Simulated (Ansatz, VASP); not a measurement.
**Hf: VASP beside Ansatz**

```
Hf
1.0
     3.11813    0.00000    0.00000
    -1.55906    2.70038    0.00000
     0.00000    0.00000    4.94690
Hf
2
Cartesian
  0.0000 1.8003 1.2367
  1.5591 0.9001 3.7102
```

Alike in both runs: functional LDA; k mesh 12 × 12 × 8; occupations gaussian, width 0.1 eV; no spin polarisation.

Ansatz relaxed the structure, and its values are those at the end. VASP's run is a single point on that final structure, the one shown.

|  | VASP | Ansatz |
| --- | --- | --- |
| version | VASP 6.6.1 | Ansatz 0.2.0 |
| potentials or method | VASP PAW LDA potentials, release 64 (Hf_pv), cutoff 520 eV | scalar-relativistic, plane waves, PAW |
| valence electrons in the cell | 20 | 52 |

Ansatz gave:

```
gap on the k mesh at the Fermi level (eV) : none
pressure (GPa)                            : 0.0
```

Question: Which values does VASP return?

Answer: gap on the k mesh at the Fermi level (eV): none; pressure (GPa): 0.1.

Ansatz warns that its potentials were made for another functional, while VASP's fit it. LDA's correlation is that of Perdew and Zunger in VASP and of Perdew and Wang (1992) in Ansatz. A gap of «none» marks a metal or a gap that the smearing closes. VASP's potentials hold 20 valence electrons a cell and Ansatz's 52, so a difference there can come from the potentials and not from the codes.

Neither program's run includes spin-orbit coupling.
